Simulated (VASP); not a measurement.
# Ir (Fm-3m) in VASP: further runs

The runs below take Ir through relaxation of cell and atoms, single point, with PBE+D3(BJ), PBEsol+D4.

All numbers are computed with VASP 6.6.1; they aren't measurements. Logs are shortened: lines on timing, memory, paths and dates and some standing lists are left out, and cuts for length are marked.

## Step 1: The cell of the first run

The structure is cubic, space group Fm-3m (No. 225). The conventional cell has a = 3.831 Å, b = 3.831 Å, c = 3.831 Å, α = 90.00°, β = 90.00°, γ = 90.00°. Ir (site symmetry m-3m) has 12 Ir at 2.71 Å within 3.6 Å.

## Step 2: Relaxation of cell and atoms, PBE+D3(BJ)

INCAR

```
PREC     = Accurate       # precision mode
ENCUT    = 600            # plane-wave cutoff, eV
EDIFF    = 1E-7           # SCF threshold, eV
ISMEAR   = -1             # smearing method
SIGMA    = 0.05           # smearing width, eV
LREAL    = False          # projectors in reciprocal space
LASPH    = True           # aspherical terms in the spheres
NELM     = 80             # most SCF steps
ALGO     = Normal         # electronic algorithm
ISIF     = 3              # what is computed and relaxed
LWAVE    = False          # write WAVECAR
LCHARG   = False          # write CHGCAR
GGA      = PE             # functional
IVDW     = 12             # dispersion correction
IBRION   = 2              # ionic algorithm
NSW      = 80             # ionic steps
EDIFFG   = -0.02          # ionic threshold
```

KPOINTS

```
regular mesh
0
Gamma
  12 12 12
```

POSCAR

```
Ir
1.0
    0.0000000000      1.9156000000      1.9156000000
    1.9156000000      0.0000000000      1.9156000000
    1.9156000000      1.9156000000      0.0000000000
Ir
1
Direct
    0.0000000000      0.0000000000      0.0000000000
```

Potentials or basis: VASP PAW PBE potentials, release 64 (Ir).

Started as:

```console
$ cat potpaw_PBE.64/Ir/POTCAR > POTCAR
$ mpirun -np 1 vasp_std > vasp.out
```

OUTCAR:

```text
PREC = Accurate
   ENCUT = 600
   EDIFF = 1E-7
   ISMEAR = -1
   LREAL = False
   LASPH = True
   NELM = 80
   ISIF = 3
   GGA = PE
   IVDW = 12
   IBRION = 2
   NSW = 80
   EDIFFG = -0.02
 IVDW          = 12

 ion  position               nearest neighbor table
   1  0.000  0.000  0.000-

  LATTYP: Found a face centered cubic cell.
 ALAT       =     3.8312000000

  Lattice vectors:

 A1 = (   0.0000000000,   1.9156000000,   1.9156000000)
 A2 = (   1.9156000000,   0.0000000000,   1.9156000000)
 A3 = (   1.9156000000,   1.9156000000,   0.0000000000)

Analysis of symmetry for initial positions (statically):
[... 5 lines left out ...]
 face centered cubic supercell.

 Subroutine GETGRP returns: Found 48 space group operations
 (whereof 48 operations were pure point group operations)
 out of a pool of 48 trial point group operations.

The static configuration has the point symmetry O_h .

Analysis of symmetry for dynamics (positions and initial velocities):
[... 5 lines left out ...]
 face centered cubic supercell.

 Subroutine GETGRP returns: Found 48 space group operations
 (whereof 48 operations were pure point group operations)
 out of a pool of 48 trial point group operations.

The dynamic configuration has the point symmetry O_h .

 Subroutine INISYM returns: Found 48 space group operations
 (whereof 48 operations are pure point group operations),
 and found     1 'primitive' translations

----------------------------------------------------------------------------------------

                                     Primitive cell

  volume of cell :      14.0587

  direct lattice vectors                    reciprocal lattice vectors
     0.000000000  1.915600000  1.915600000    -0.261014826  0.261014826  0.261014826
     1.915600000  0.000000000  1.915600000     0.261014826 -0.261014826  0.261014826
     1.915600000  1.915600000  0.000000000     0.261014826  0.261014826 -0.261014826

  length of vectors
     2.709067500  2.709067500  2.709067500     0.452090940  0.452090940  0.452090940

  position of ions in fractional coordinates (direct lattice)
     0.000000000  0.000000000  0.000000000

  ion indices of the primitive-cell ions
   primitive index   ion index
                 1           1

----------------------------------------------------------------------------------------

 KPOINTS: regular mesh

Automatic generation of k-mesh.
 Grid dimensions read from file:
 generate k-points for:   12   12   12

 Generating k-lattice:

  Cartesian coordinates                     Fractional coordinates (reciprocal lattice)
    -0.021751235  0.021751235  0.021751235     0.083333333  0.000000000  0.000000000
     0.021751235 -0.021751235  0.021751235     0.000000000  0.083333333  0.000000000
     0.021751235  0.021751235 -0.021751235     0.000000000  0.000000000  0.083333333

  Length of vectors
     0.037674245  0.037674245  0.037674245

  Shift w.r.t. Gamma in fractional coordinates (k-lattice)
     0.000000000  0.000000000  0.000000000

 Subroutine IBZKPT returns following result:
 ===========================================

 Found     72 irreducible k-points:

 Following reciprocal coordinates:
            Coordinates               Weight
  0.000000  0.000000  0.000000      1.000000
  0.083333  0.000000  0.000000      8.000000
  0.166667  0.000000  0.000000      8.000000
  0.250000  0.000000  0.000000      8.000000
  0.333333  0.000000  0.000000      8.000000
  0.416667  0.000000  0.000000      8.000000
[... 16 lines left out ...]
  0.500000  0.166667  0.000000     24.000000
 -0.416667  0.166667  0.000000     24.000000
 [... further k-points ...]
   k-points           NKPTS =     72   k-points in BZ     NKDIM =     72   number of bands    NBANDS=      8
   number of dos      NEDOS =    301   number of ions     NIONS =      1
   total plane-waves  NPLWV =  13824
   dimension x,y,z NGX =    24 NGY =   24 NGZ =   24
   dimension x,y,z NGXF=    48 NGYF=   48 NGZF=   48
   ions per type =               1
   NGX,Y,Z   is equivalent  to a cutoff of  14.73, 14.73, 14.73 a.u.
   NGXF,Y,Z  is equivalent  to a cutoff of  29.46, 29.46, 29.46 a.u.
 SYSTEM =  unknown system
   PREC   = accura    normal or accurate (medium, high low for compatibility)
   ISTART =      0    job   : 0-new  1-cont  2-samecut
   ICHARG =      2    charge: 1-file 2-atom 10-const
   ISPIN  =      1    spin polarized calculation?
   LNONCOLLINEAR =      F non collinear calculations
   LSORBIT =      F    spin-orbit coupling
   LASPH  =      T    aspherical Exc in radial PAW
   ENCUT  =  600.0 eV  44.10 Ry    6.64 a.u.   5.41  5.41  5.41*2*pi/ulx,y,z
   NELM   =     80;   NELMIN=  2; NELMDL= -5     # of ELM steps
   EDIFF  = 0.1E-06   stopping-criterion for ELM
   LREAL  =      F    real-space projection
   EDIFFG = -.2E-01   stopping-criterion for IOM
   NSW    =     80    number of steps for IOM
   IBRION =      2    ionic relax: 0-MD 1-quasi-New 2-CG
   NFREE  =      1    steps in history (QN), initial steepest desc. (CG)
   ISIF   =      3    stress and relaxation
   ISYM   =      2    0-nonsym 1-usesym 2-fastsym
   POTIM  = 0.5000    time-step for ionic-motion
   TEBEG  =    0.0;   TEEND  =   0.0 temperature during run
   PSTRESS=    0.0 pullay stress
   NELECT =       9.0000    total number of electrons
   NUPDOWN=      -1.0000    fix difference up-down
   EMIN   =  10.00;   EMAX   =-10.00  energy-range for DOS
[... 5 lines left out ...]
     AMIX     =   0.40;   BMIX     =  1.00
     AMIX_MAG =   1.60;   BMIX_MAG =  1.00
  volume/ion in A,a.u.               =      14.06        94.87
  Fermi-wavevector in a.u.,A,eV,Ry     =   1.410937  2.666284 27.085691  1.990742
  Thomas-Fermi vector in A             =   2.532839
   LORBIT       =      0    0 simple, 1 ext, 2 COOP (PROOUT), +10 PAW based schemes
   GGA     = PE    functional components
   LHFCALC =     F    Hartree Fock is set to
   AEXX    =    0.0000 exact exchange contribution
   IVDW    =    12    specifies the selected vdW correction
   LEPSILON=     F    determine dielectric tensor
   LRPA    =     F    only Hartree local field effects (RPA)
 conjugate gradient relaxation of ions
 non-spin polarized calculation
  energy-cutoff  :      600.00
  volume of cell :       14.06
 maximum number of plane-waves:       495
 NGX is ok and might be reduce to    24
   NGX = 11   NGY = 11   NGZ = 11

--------------------------------------- Ionic step        1  -------------------------------------------

 number of electron       9.0000000 magnetization

 Free energy of the ion-electron system (eV)
  ---------------------------------------------------
  ext. energy  EPLUGINS =         0.00000000
  ---------------------------------------------------
  free energy    TOTEN  =        -8.85391401 eV

  energy without entropy =       -8.84919372  energy(sigma->0) =       -8.85155387

------------------------ aborting loop because EDIFF is reached ----------------------------------------

 Edisp (eV)   -0.73991

 E8    (eV) :    -0.3451

  FORCE on cell =-STRESS in cart. coord.  units (eV):
  Direction    XX          YY          ZZ          XY          YZ          ZX
  --------------------------------------------------------------------------------------
  -------------------------------------------------------------------------------------
  Total       0.27462     0.27462     0.27462    -0.00000     0.00000     0.00000
  in kB      31.29637    31.29637    31.29637    -0.00000     0.00000     0.00000
  external pressure =       31.30 kB  Pullay stress =        0.00 kB

 VOLUME and BASIS-vectors are now :
 -----------------------------------------------------------------------------
  energy-cutoff  :      600.00
  volume of cell :       14.06
      direct lattice vectors                 reciprocal lattice vectors
     0.000000000  1.915600000  1.915600000    -0.261014826  0.261014826  0.261014826
     1.915600000  0.000000000  1.915600000     0.261014826 -0.261014826  0.261014826
     1.915600000  1.915600000  0.000000000     0.261014826  0.261014826 -0.261014826

 POSITION                                       TOTAL-FORCE (eV/Angst)
 -----------------------------------------------------------------------------------
      0.00000      0.00000      0.00000         0.000000     -0.000000      0.000000
 -----------------------------------------------------------------------------------
    total drift:                               -0.000000      0.000000      0.000000

  FREE ENERGIE OF THE ION-ELECTRON SYSTEM (eV)
  ---------------------------------------------------
  free  energy   TOTEN  =        -9.5938275580 eV

  energy  without entropy=       -9.5891072657  energy(sigma->0) =       -9.59146741

--------------------------------------- Ionic step        2  -------------------------------------------

 number of electron       9.0000000 magnetization

 E-fermi :   9.8588     XC(G=0): -13.7916

 val. band max:        9.8461105595   @ k =  -0.3333   0.3333   0.0000
 cond. band min:       9.8612213535   @ k =  -0.2500   0.0833   0.0000
 fundamental gap:      0.0151107940
 Fermi energy:         9.8588153385

 k-point     1 :       0.0000    0.0000    0.0000
  band No.  band energies     occupation
      1      -0.9261      2.00000
      2       6.1432      2.00000
      3       6.1432      2.00000
      4       6.1432      2.00000
      5       8.6899      2.00000
      6       8.6899      2.00000
      7      24.2289      0.00000
      8      29.6134      0.00000

 k-point     2 :       0.0833    0.0000    0.0000
  band No.  band energies     occupation
      1      -0.6302      2.00000
      2       5.9935      2.00000
      3       6.2671      2.00000
      4       6.2671      2.00000
      5       8.6153      2.00000
      6       8.6153      2.00000
      7      24.7246      0.00000
      8      28.1868      0.00000
[... 268 lines left out ...]
 POSITION                                       TOTAL-FORCE (eV/Angst)
 -----------------------------------------------------------------------------------
      1.94098      3.88196      1.94098         0.000000      0.000000      0.000000
 -----------------------------------------------------------------------------------
    total drift:                               -0.000000     -0.000000      0.000000

  FREE ENERGIE OF THE ION-ELECTRON SYSTEM (eV)
  ---------------------------------------------------
  free  energy   TOTEN  =        -9.5789942049 eV

  energy  without entropy=       -9.5739236916  energy(sigma->0) =       -9.57645895

--------------------------------------- Ionic step        3  -------------------------------------------

 number of electron       9.0000000 magnetization

 Free energy of the ion-electron system (eV)
  ---------------------------------------------------
  ext. energy  EPLUGINS =         0.00000000
  ---------------------------------------------------
  free energy    TOTEN  =        -8.86128307 eV

  energy without entropy =       -8.85649240  energy(sigma->0) =       -8.85888774

 E-fermi :  10.4027     XC(G=0): -13.9774

 val. band max:       10.3852894862   @ k =  -0.3333   0.3333   0.0000
 cond. band min:      10.4032071419   @ k =  -0.2500   0.0833   0.0000
 fundamental gap:      0.0179176557
 Fermi energy:        10.4026742107

 k-point     1 :       0.0000    0.0000    0.0000
  band No.  band energies     occupation
      1      -0.7258      2.00000
      2       6.4970      2.00000
      3       6.4970      2.00000
      4       6.4970      2.00000
      5       9.1748      2.00000
      6       9.1748      2.00000
      7      24.7058      0.00000
      8      30.2762      0.00000

 k-point     2 :       0.0833    0.0000    0.0000
  band No.  band energies     occupation
      1      -0.4201      2.00000
      2       6.3387      2.00000
      3       6.6265      2.00000
      4       6.6265      2.00000
      5       9.0947      2.00000
      6       9.0947      2.00000
      7      25.2273      0.00000
      8      28.8333      0.00000
[... 268 lines left out ...]
 POSITION                                       TOTAL-FORCE (eV/Angst)
 -----------------------------------------------------------------------------------
      0.00000      0.00000      0.00000         0.000000      0.000000     -0.000000
 -----------------------------------------------------------------------------------
    total drift:                               -0.000000      0.000000      0.000000

  FREE ENERGIE OF THE ION-ELECTRON SYSTEM (eV)
  ---------------------------------------------------
  free  energy   TOTEN  =        -9.5949206035 eV

  energy  without entropy=       -9.5901299316  energy(sigma->0) =       -9.59252527

 reached required accuracy - stopping structural energy minimisation
```

Wall time 28 s (1 thread of Intel Xeon Platinum 8488C (Sapphire Rapids), shared host); peak memory 0.16 GiB.

What came out:

```
Free energy                            : -9.5949 eV
Relaxed volume                         : 14.17 Å³/atom
Relaxed cell                           : a = 2.716 Å, b = 2.716 Å, c = 2.716 Å, α = 60.00°, β = 60.00°, γ = 60.00°
Space group after relaxing (to 0.05 Å) : Fm-3m (No. 225)
Energy gained by relaxing              : 1.1 meV/atom
Ionic steps                            : 3
Pressure after relaxing                : 0.0 GPa
Dispersion energy per atom             : -0.734 eV
```

Step by step:
| step | energy change (eV) | largest force (eV/Å) | pressure (GPa) | volume (Å³) |
| --- | --- | --- | --- | --- |
| 1 | 0.0000 | 0.0000 | 3.13 | 14.06 |
| 2 | 0.0148 | 0.0000 | -10.91 | 14.62 |
| 3 | -0.0011 | 0.0000 | -0.02 | 14.17 |

Final structure:
```
CELL_PARAMETERS angstrom
0.00000 1.92084 1.92084
1.92084 0.00000 1.92084
1.92084 1.92084 0.00000
ATOMIC_POSITIONS crystal
Ir 0.00000 0.00000 0.00000
```

Caveat: spin-orbit coupling is left out, which moves the levels of the heavy elements; pairwise dispersion overbinds metals, which lowers pressure and volume. Zero-point motion and thermal expansion aren't in these numbers.

(Part 1 of 2 ends here.)
